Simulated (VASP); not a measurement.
# Ta2Co7Ni7 in VASP: further runs, part 2 of 2

VASP 6.6.1. Earlier steps stand in the parts before.

### Step 5. Single point, PBE

Contents of INCAR:

```
SYSTEM = Ta2Co7Ni7
PREC = Accurate ; ENCUT = 520
EDIFF = 1E-6 ; ISMEAR = -1
SIGMA = 0.1749 ; LREAL = Auto
LASPH = .TRUE. ; NELM = 100
ALGO = Normal ; ISIF = 2
LWAVE = .FALSE. ; LCHARG = .FALSE.
GGA = PE ; ISYM = 0
NBANDS = 92
```

Contents of KPOINTS:

```
Automatic mesh
0
Gamma
  1 1 1
  0.25 0.25 0.25
```

Contents of POSCAR:

```
Ta2Co7Ni7
1.0
    5.6289370000      0.2476520000      0.1288210000
    0.2476520000      5.7582790000     -0.1194910000
    0.1288210000     -0.1194910000      5.9706240000
Co Ni Ta
7 7 2
Direct
    0.5716143235      0.2450660065      0.6134007523
    0.4212010271      0.4427191290      0.9790071212
    0.1127347070      0.7656643050      0.1548205675
    0.5615706233      0.6632567951      0.6378033734
    0.8983348436      0.0369120500      0.9528525435
    0.1480810246      0.7000282276      0.7356320089
    0.3631911040      0.5204516677      0.3649890948
    0.5191747384      0.9972559469      0.8681711495
    0.5842423959      0.7733339862      0.1586282710
    0.3019447947      0.9715621740      0.4362445375
    0.8251139777      0.4955420761      0.8739290584
    0.8871411264      0.5180311220      0.4071855219
    0.6625877258      0.1463688260      0.2639003133
    0.8770686452      0.9320714121      0.5458155270
    0.1144106369      0.2958598263      0.6829589493
    0.1776086765      0.1917259868      0.1756439197
```

Potentials or basis: VASP PAW PBE potentials, release 64 (Co, Ni, Ta_pv).

The run is started by

```sh
> cat potpaw_PBE.64/Co/POTCAR potpaw_PBE.64/Ni/POTCAR potpaw_PBE.64/Ta_pv/POTCAR > POTCAR
> mpirun -np 1 vasp_std > vasp.out
```

OUTCAR:

```text
SYSTEM = Ta2Co7Ni7
   PREC = Accurate
   ENCUT = 520
   EDIFF = 1E-6
   ISMEAR = -1
   LREAL = Auto
   LASPH = .TRUE.
   NELM = 100
   ISIF = 2
   GGA = PE
   ISYM = 0

 ion  position               nearest neighbor table
   1  0.572  0.245  0.613-   8 2.16  13 2.17  14 2.39   4 2.41   7 2.47   2 2.50  10 2.52  15 2.58
                            11 2.63  12 2.76   5 3.01  15 3.14
   2  0.421  0.443  0.979-   7 2.33  11 2.38  16 2.39   9 2.42   1 2.50   4 2.58   6 2.58   3 2.59
                             8 2.63  15 2.69  13 2.77
   3  0.113  0.766  0.155-   5 2.30   7 2.35  10 2.36  12 2.50  16 2.51   6 2.51   2 2.59   9 2.66
                            14 2.73  11 2.89   9 2.97  16 3.31
   4  0.562  0.663  0.638-   7 2.19  11 2.27   8 2.31  12 2.32   6 2.37   1 2.41  14 2.51  10 2.57
                             2 2.58   9 2.96
   5  0.898  0.037  0.953-   8 2.25  13 2.27   3 2.30  16 2.32  14 2.49   6 2.57  15 2.58  11 2.70
                             9 2.72   1 3.01
   6  0.148  0.700  0.736-  14 2.31  15 2.36   4 2.37  11 2.39   3 2.51   5 2.57   2 2.58  10 2.59
                             7 2.61  12 2.73   8 2.93
   7  0.363  0.520  0.365-   4 2.19   2 2.33   3 2.35   9 2.35   1 2.47  16 2.50  10 2.61   6 2.61
                            13 2.65  12 2.69  15 2.74  12 2.97
   8  0.519  0.997  0.868-   1 2.16   9 2.23   5 2.25   4 2.31   2 2.63  13 2.67  14 2.72  16 2.74
                            10 2.91   6 2.93  15 3.01
   9  0.584  0.773  0.159-   8 2.23  13 2.30   7 2.35   2 2.42  10 2.43  11 2.55   3 2.66  12 2.69
                             5 2.72   4 2.96   3 2.97  14 3.06  16 3.18
  10  0.302  0.972  0.436-  16 2.15   3 2.36   9 2.43  15 2.47  14 2.49   1 2.52  13 2.54   4 2.57
                             6 2.59   7 2.61   8 2.91
  11  0.825  0.496  0.874-  15 2.17   4 2.27   2 2.38   6 2.39   9 2.55   1 2.63   5 2.70  12 2.80
                             3 2.89  16 3.20
  12  0.887  0.518  0.407-   4 2.32  15 2.46  14 2.49   3 2.50  16 2.68   7 2.69   9 2.69  13 2.71
                             6 2.73   1 2.76  11 2.80   7 2.97
  13  0.663  0.146  0.264-   1 2.17   5 2.27   9 2.30  14 2.43  10 2.54   7 2.65   8 2.67  12 2.71
                             2 2.77  16 2.80  16 2.96
  14  0.877  0.932  0.546-   6 2.31   1 2.39  13 2.43  10 2.49  12 2.49   5 2.49   4 2.51  15 2.70
                             8 2.72   3 2.73   9 3.06  16 3.22
  15  0.114  0.296  0.683-  11 2.17   6 2.36  12 2.46  10 2.47   5 2.58   1 2.58   2 2.69  14 2.70
                             7 2.74   8 3.01  16 3.06  16 3.07   1 3.14
[... 138 lines left out ...]
 maximum number of plane-waves:      5192
 NGX is ok and might be reduce to    42
   NGX = 21   NGY = 21   NGZ = 23

 number of electron     155.0000024 magnetization

 Free energy of the ion-electron system (eV)
  ---------------------------------------------------
  ext. energy  EPLUGINS =         0.00000000
  ---------------------------------------------------
  free energy    TOTEN  =      -107.10280756 eV

  energy without entropy =     -104.39396209  energy(sigma->0) =     -105.74838483

 E-fermi :   8.7014     XC(G=0): -12.9720

 val. band max:        8.6453061840   @ k =   0.2500   0.2500   0.2500
 cond. band min:       8.7378702517   @ k =   0.2500   0.2500   0.2500
 fundamental gap:      0.0925640677
 Fermi energy:         8.7013771569

 k-point     1 :       0.2500    0.2500    0.2500
  band No.  band energies     occupation
      1     -25.9293      2.00000
      2     -25.8247      2.00000
      3     -25.7798      2.00000
      4     -25.7231      2.00000
      5     -25.6792      2.00000
      6     -25.5875      2.00000
[... 81 lines left out ...]
     88      10.1746      0.00044
     89      10.3591      0.00015
 [bands above 89 left out]

------------------------ aborting loop because EDIFF is reached ----------------------------------------

  FORCE on cell =-STRESS in cart. coord.  units (eV):
  Direction    XX          YY          ZZ          XY          YZ          ZX
  --------------------------------------------------------------------------------------
  -------------------------------------------------------------------------------------
  Total        3.0034182      9.7911707     15.4689617     -3.1520235     -1.5793214     -0.5681312
  in kB       24.9357835     81.2908807    128.4305579    -26.1695739    -13.1122653     -4.7168910
  external PRESSURE =      78.2190740 kB  Pullay stress =       0.0000000 kB

 VOLUME and BASIS-vectors are now :
 -----------------------------------------------------------------------------
  energy-cutoff  :      520.00
  volume of cell :      192.98
      direct lattice vectors                 reciprocal lattice vectors
     5.628937000  0.247652000  0.128821000     0.178085537 -0.007742049 -0.003997281
     0.247652000  5.758279000 -0.119491000    -0.007742049  0.174071727  0.003650765
     0.128821000 -0.119491000  5.970624000    -0.003997281  0.003650765  0.167645989

 POSITION                                       TOTAL-FORCE (eV/Angst)
 -----------------------------------------------------------------------------------
      3.35729      1.47942      3.70674         0.503466      1.973201      0.448989
      2.60667      2.53663      5.84664         0.043826      0.234141     -1.071899
      0.84414      4.41833      0.84741        -0.609884     -1.404403     -0.766722
      3.40746      3.88208      3.80117        -0.417728      0.737523      0.710995
      5.18856      0.32117      5.80044         0.329598     -0.534201     -2.106525
      1.10167      3.97973      4.32761         1.085384      1.232820      0.296383
[... 8 lines left out ...]
      0.80526      1.65037      4.05708         2.346412     -2.117763     -0.441788
      1.06986      1.12701      1.04867        -1.112484      2.017987     -1.726301
 -----------------------------------------------------------------------------------
    total drift:                                0.002704      0.000572      0.000366

  FREE ENERGIE OF THE ION-ELECTRON SYSTEM (eV)
  ---------------------------------------------------
  free  energy   TOTEN  =      -107.1028075649 eV

  energy  without entropy=     -104.3939620909  energy(sigma->0) =     -105.74838483
```

stdout:

```text
POSCAR found type information on POSCAR CoNiTa
 POSCAR found :  3 types and      16 ions
 scaLAPACK will be used
 LDA part: xc-table for (Slater+PW92), standard interpolation
 POSCAR, INCAR and KPOINTS ok, starting setup
 FFT: planning ... GRIDC
 FFT: planning ... GRID_SOFT
 FFT: planning ... GRID
 WAVECAR not read
 entering main loop
```

Run time: 84 s. Hardware: 1 thread of AMD EPYC 9R45 (Zen 5), shared host; peak memory 0.28 GiB.

What came out:

```
Free energy   : -107.1028 eV
Pressure      : 7.8 GPa
Largest force : 4.422 eV/Å
```

Forces on the atoms (eV/Å):
```
Co   0.503  1.973  0.449
Co   0.044  0.234 -1.072
Co  -0.610 -1.404 -0.767
Co  -0.418  0.738  0.711
Co   0.330 -0.534 -2.107
Co   1.085  1.233  0.296
Co  -0.670 -0.449  0.514
Ni  -2.108 -0.105  0.206
Ni   0.678 -1.140  0.796
Ni   1.787 -2.547  3.142
Ni  -1.726  0.949  2.709
Ni   0.057 -0.131 -0.990
Ni   0.117  1.342 -1.093
Ni  -0.303 -0.058 -0.627
Ta   2.346 -2.118 -0.442
Ta  -1.112  2.018 -1.726
```

Caveat: the k points lie up to 1.12 Å⁻¹ apart; spin-orbit coupling is left out, which moves the levels of the heavy elements. Spin polarisation is off, so any magnetic state and its effect on volume and gap are missing.
